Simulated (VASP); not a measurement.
# HSe2 (Fmmm) in VASP: single point with PBE

Aim: the single point of HSe2 with PBE.

Program: VASP 6.6.1. These are calculated values, not measurements. Logs are shortened: lines on timing, memory, paths and dates and some standing lists are left out, and cuts for length are marked.

### 1 The cell of the first run

It takes space group Fmmm (No. 69, orthorhombic). Conventional cell: a = 5.516 Å, b = 5.640 Å, c = 7.226 Å, α = 90.00°, β = 90.00°, γ = 90.00°. Within 2.4 Å of H (site symmetry mmm) lie 2 Se at 1.79 Å. Se (site symmetry mm2) has 1 H at 1.79 Å within 2.4 Å.

### 2 Single point, PBE

INCAR

```
ALGO     = Normal         # electronic algorithm
EDIFF    = 1E-6           # SCF threshold, eV
ENCUT    = 520            # plane-wave cutoff, eV
GGA      = PE             # functional
ISIF     = 2              # what is computed and relaxed
ISMEAR   = -1             # smearing method
LASPH    = T              # aspherical terms in the spheres
LCHARG   = F              # write CHGCAR
LREAL    = F              # projectors in reciprocal space
LWAVE    = F              # write WAVECAR
NBANDS   = 22             # bands
NELM     = 80             # most SCF steps
PREC     = Accurate       # precision mode
SIGMA    = 0.0708         # smearing width, eV
```

KPOINTS

```
k-points
0
Gamma
  7 7 3
```

POSCAR

```
HSe2
1.0
    2.8201948847      2.7578643852      0.0000000000
    2.8201948847     -2.7578643852      0.0000000000
    0.0000000000      0.0000000000     -7.2255775104
H Se
2 4
Direct
    0.0000000000      0.0000000000      0.0000000000
    0.5000000000      0.5000000000      0.5000000000
   -0.0000151602      1.0000151602      0.7522883409
    0.5000151602      0.4999848398      0.2522883409
    1.0000151602     -0.0000151602      0.2477116591
    0.4999848398      0.5000151602      0.7477116591
```

Potentials or basis: VASP PAW PBE potentials, release 64 (H, Se).

Started as:

```
> cat potpaw_PBE.64/H/POTCAR potpaw_PBE.64/Se/POTCAR > POTCAR
> mpirun -np 1 vasp_std > vasp.out
```

OUTCAR:

```text
EDIFF = 1E-6
   ENCUT = 520
   GGA = PE
   ISIF = 2
   ISMEAR = -1
   LASPH = T
   LREAL = F
   NELM = 80
   PREC = Accurate

 ion  position               nearest neighbor table
   1  0.000  0.000  0.000-   3 1.79   5 1.79
   2  0.500  0.500  0.500-   4 1.79   6 1.79
   3  1.000  0.000  0.752-   1 1.79   6 2.76   6 2.76
   4  0.500  0.500  0.252-   2 1.79   5 2.76   5 2.76
   5  0.000  1.000  0.248-   1 1.79   4 2.76   4 2.76
   6  0.500  0.500  0.748-   2 1.79   3 2.76   3 2.76

  LATTYP: Found a base centered orthorhombic cell.
 ALAT       =     5.5157287704
 B/A-ratio  =     1.0226010024
 C/A-ratio  =     1.3099950725

  Lattice vectors:

 A1 = (  -2.8201948847,   2.7578643852,   0.0000000000)
 A2 = (   2.8201948847,   2.7578643852,   0.0000000000)
 A3 = (   0.0000000000,   0.0000000000,  -7.2255775104)

Analysis of symmetry for initial positions (statically):
=====================================================================
 Subroutine PRICEL returns:
 Original cell was already a primitive cell.

 Routine SETGRP: Setting up the symmetry group for a
 base centered orthorhombic supercell.

 Subroutine GETGRP returns: Found  8 space group operations
 (whereof  4 operations were pure point group operations)
 out of a pool of  8 trial point group operations.

The static configuration has the point symmetry C_2h.
 The point group associated with its full space group is D_2h.

Analysis of symmetry for dynamics (positions and initial velocities):
=====================================================================
 Subroutine PRICEL returns:
 Original cell was already a primitive cell.

 Routine SETGRP: Setting up the symmetry group for a
 base centered orthorhombic supercell.

 Subroutine GETGRP returns: Found  8 space group operations
 (whereof  4 operations were pure point group operations)
 out of a pool of  8 trial point group operations.

The dynamic configuration has the point symmetry C_2h.
 The point group associated with its full space group is D_2h.

 Subroutine INISYM returns: Found  8 space group operations
 (whereof  4 operations are pure point group operations),
 and found     1 'primitive' translations

----------------------------------------------------------------------------------------

                                     Primitive cell

  volume of cell :     112.3970

  direct lattice vectors                    reciprocal lattice vectors
     2.820194885  2.757864385  0.000000000     0.177292712  0.181299705  0.000000000
     2.820194885 -2.757864385  0.000000000     0.177292712 -0.181299705  0.000000000
     0.000000000  0.000000000 -7.225577510     0.000000000  0.000000000 -0.138397242

  length of vectors
     3.944529776  3.944529776  7.225577510     0.253578960  0.253578960  0.138397242

  position of ions in fractional coordinates (direct lattice)
     0.000000000  0.000000000  0.000000000
     0.500000000  0.500000000  0.500000000
     0.999984840  0.000015160  0.752288341
     0.500015160  0.499984840  0.252288341
     0.000015160  0.999984840  0.247711659
     0.499984840  0.500015160  0.747711659

  ion indices of the primitive-cell ions
   primitive index   ion index
                 1           1
                 2           2
                 3           3
                 4           4
                 5           5
                 6           6

----------------------------------------------------------------------------------------

 KPOINTS: k-points

Automatic generation of k-mesh.
 Grid dimensions read from file:
 generate k-points for:    7    7    3

 Generating k-lattice:

  Cartesian coordinates                     Fractional coordinates (reciprocal lattice)
     0.025327530  0.025899958  0.000000000     0.142857143 -0.000000000  0.000000000
     0.025327530 -0.025899958  0.000000000    -0.000000000  0.142857143  0.000000000
     0.000000000  0.000000000 -0.046132414     0.000000000  0.000000000  0.333333333

  Length of vectors
     0.036225566  0.036225566  0.046132414

  Shift w.r.t. Gamma in fractional coordinates (k-lattice)
     0.000000000  0.000000000  0.000000000

 Subroutine IBZKPT returns following result:
 ===========================================

 Found     32 irreducible k-points:

 Following reciprocal coordinates:
            Coordinates               Weight
  0.000000  0.000000  0.000000      1.000000
  0.142857  0.000000  0.000000      4.000000
  0.285714  0.000000  0.000000      4.000000
  0.428571 -0.000000  0.000000      4.000000
  0.142857  0.142857  0.000000      2.000000
  0.285714  0.142857  0.000000      4.000000
[... 16 lines left out ...]
  0.428571  0.142857  0.333333      8.000000
 -0.428571  0.142857  0.333333      8.000000
 [... further k-points ...]
   k-points           NKPTS =     32   k-points in BZ     NKDIM =     32   number of bands    NBANDS=     22
   number of dos      NEDOS =    301   number of ions     NIONS =      6
   total plane-waves  NPLWV =  48600
   dimension x,y,z NGX =    30 NGY =   30 NGZ =   54
   dimension x,y,z NGXF=    60 NGYF=   60 NGZF=  108
   ions per type =               2   4
   NGX,Y,Z   is equivalent  to a cutoff of  12.64, 12.64, 12.42 a.u.
   NGXF,Y,Z  is equivalent  to a cutoff of  25.29, 25.29, 24.85 a.u.
 SYSTEM =  unknown system
   PREC   = accura    normal or accurate (medium, high low for compatibility)
   ISTART =      0    job   : 0-new  1-cont  2-samecut
   ICHARG =      2    charge: 1-file 2-atom 10-const
   ISPIN  =      1    spin polarized calculation?
   LNONCOLLINEAR =      F non collinear calculations
   LSORBIT =      F    spin-orbit coupling
   LASPH  =      T    aspherical Exc in radial PAW
   ENCUT  =  520.0 eV  38.22 Ry    6.18 a.u.   7.33  7.33 13.43*2*pi/ulx,y,z
   NELM   =     80;   NELMIN=  2; NELMDL= -5     # of ELM steps
   EDIFF  = 0.1E-05   stopping-criterion for ELM
   LREAL  =      F    real-space projection
   EDIFFG = 0.1E-04   stopping-criterion for IOM
   NSW    =      0    number of steps for IOM
   IBRION =     -1    ionic relax: 0-MD 1-quasi-New 2-CG
   NFREE  =      0    steps in history (QN), initial steepest desc. (CG)
   ISIF   =      2    stress and relaxation
   ISYM   =      2    0-nonsym 1-usesym 2-fastsym
   POTIM  = 0.5000    time-step for ionic-motion
   TEBEG  =    0.0;   TEEND  =   0.0 temperature during run
   PSTRESS=    0.0 pullay stress
   NELECT =      26.0000    total number of electrons
   NUPDOWN=      -1.0000    fix difference up-down
   EMIN   =  10.00;   EMAX   =-10.00  energy-range for DOS
   EFERMI =   0.00;   METHOD = LEGACY
   ISMEAR =    -1;   SIGMA  =   0.07  broadening in eV -4-tet -1-fermi 0-gaus
   EFERMI_NEDOS =   21; number of points for ismear=-14 and -15
   IALGO  =     38    algorithm
   IMIX   =      4    mixing-type and parameters
     AMIX     =   0.40;   BMIX     =  1.00
     AMIX_MAG =   1.60;   BMIX_MAG =  1.00
  volume/ion in A,a.u.               =      18.73       126.42
  Fermi-wavevector in a.u.,A,eV,Ry     =   1.004958  1.899095 13.741066  1.009940
  Thomas-Fermi vector in A             =   2.137607
   LORBIT       =      0    0 simple, 1 ext, 2 COOP (PROOUT), +10 PAW based schemes
   GGA     = PE    functional components
   LHFCALC =     F    Hartree Fock is set to
   AEXX    =    0.0000 exact exchange contribution
   IVDW    =     0    specifies the selected vdW correction
   LEPSILON=     F    determine dielectric tensor
   LRPA    =     F    only Hartree local field effects (RPA)
 non-spin polarized calculation
  energy-cutoff  :      520.00
  volume of cell :      112.40
 maximum number of plane-waves:      3049
 NGX is ok and might be reduce to    30
   NGX = 15   NGY = 15   NGZ = 27

 number of electron      25.9999997 magnetization

 Free energy of the ion-electron system (eV)
  ---------------------------------------------------
  ext. energy  EPLUGINS =         0.00000000
  ---------------------------------------------------
  free energy    TOTEN  =       -19.96158726 eV

  energy without entropy =      -19.91999297  energy(sigma->0) =      -19.94079011

 E-fermi :   3.1274     XC(G=0):  -9.0670

 val. band max:        3.1166772514   @ k =  -0.2857   0.1429   0.0000
 cond. band min:       3.1356883604   @ k =   0.2857   0.0000   0.0000
 fundamental gap:      0.0190111090
 Fermi energy:         3.1273960466

 k-point     1 :       0.0000    0.0000    0.0000
  band No.  band energies     occupation
      1     -12.3862      2.00000
      2     -11.7071      2.00000
      3      -8.2393      2.00000
      4      -7.2615      2.00000
      5      -3.8075      2.00000
      6      -1.4217      2.00000
[... 14 lines left out ...]
     21       9.5464      0.00000
     22       9.7471      0.00000

 k-point     2 :       0.1429    0.0000    0.0000
  band No.  band energies     occupation
      1     -12.2372      2.00000
      2     -11.5553      2.00000
      3      -8.5352      2.00000
      4      -7.6168      2.00000
      5      -3.7628      2.00000
      6      -1.5514      2.00000
[... 14 lines left out ...]
     21       9.3741      0.00000
     22       9.8231      0.00000

 k-point     3 :       0.2857    0.0000    0.0000
  band No.  band energies     occupation
      1     -11.7996      2.00000
      2     -11.1082      2.00000
      3      -9.2899      2.00000
      4      -8.4714      2.00000
      5      -3.5345      2.00000
      6      -1.9311      2.00000
[... 14 lines left out ...]
     21      10.3392      0.00000
     22      10.3610      0.00000
[... 476 lines left out ...]
 k-point    23 :       0.4286    0.1429    0.3333
  band No.  band energies     occupation
      1     -10.9135      2.00000
      2     -10.5882      2.00000
      3      -9.9044      2.00000
      4      -9.5576      2.00000
      5      -2.5656      2.00000
      6      -2.1694      2.00000
[... 14 lines left out ...]
     21      10.6881      0.00000
     22      11.3384      0.00000

 k-point    24 :      -0.4286    0.1429    0.3333
  band No.  band energies     occupation
      1     -10.8289      2.00000
      2     -10.5185      2.00000
      3     -10.0008      2.00000
      4      -9.6755      2.00000
      5      -2.5183      2.00000
      6      -2.2054      2.00000
[... 14 lines left out ...]
     21      10.6642      0.00000
     22      11.4232      0.00000

 [... further k-points ...]

------------------------ aborting loop because EDIFF is reached ----------------------------------------

  FORCE on cell =-STRESS in cart. coord.  units (eV):
  Direction    XX          YY          ZZ          XY          YZ          ZX
  --------------------------------------------------------------------------------------
  -------------------------------------------------------------------------------------
  Total       -0.0065959     -0.0334686      0.0241560      0.0000000      0.0000000      0.0000000
  in kB       -0.0940219     -0.4770832      0.3443354      0.0000000      0.0000000      0.0000000
  external PRESSURE =      -0.0755899 kB  Pullay stress =       0.0000000 kB

 VOLUME and BASIS-vectors are now :
 -----------------------------------------------------------------------------
  energy-cutoff  :      520.00
  volume of cell :      112.40
      direct lattice vectors                 reciprocal lattice vectors
     2.820194885  2.757864385  0.000000000     0.177292712  0.181299705  0.000000000
     2.820194885 -2.757864385  0.000000000     0.177292712 -0.181299705  0.000000000
     0.000000000  0.000000000 -7.225577510     0.000000000  0.000000000 -0.138397242

 POSITION                                       TOTAL-FORCE (eV/Angst)
 -----------------------------------------------------------------------------------
      0.00000      0.00000      0.00000         0.000000     -0.000000      0.000000
      2.82019      0.00000     -3.61279         0.000000     -0.000000      0.000000
      2.82019      2.75778     -5.43572         0.000000      0.000035      0.010354
      2.82019      0.00008     -1.82293         0.000000     -0.000035      0.010354
      2.82019     -2.75778     -1.78986         0.000000     -0.000035     -0.010354
      2.82019     -0.00008     -5.40265         0.000000      0.000035     -0.010354
 -----------------------------------------------------------------------------------
    total drift:                                0.000000     -0.000000      0.000000

  FREE ENERGIE OF THE ION-ELECTRON SYSTEM (eV)
  ---------------------------------------------------
  free  energy   TOTEN  =       -19.9615872590 eV

  energy  without entropy=      -19.9199929696  energy(sigma->0) =      -19.94079011
```

It took 61 s on 1 thread of Intel Xeon Platinum 8375C at 2.90GHz (Ice Lake), shared host; peak memory 0.23 GiB.

Results:

```yaml
Free_energy: -19.9616 eV
Pressure: 0.0 GPa
Largest_force: 0.010 eV/Å
Band_gap_on_the_k_mesh: zero (band 13 reaches 6.40 eV, above the bottom of band 14 at 1.94 eV)
```

Forces on the atoms (eV/Å):
```
H    0.000  0.000  0.000
H    0.000  0.000  0.000
Se   0.000  0.000  0.010
Se   0.000  0.000  0.010
Se   0.000  0.000 -0.010
Se   0.000  0.000 -0.010
```
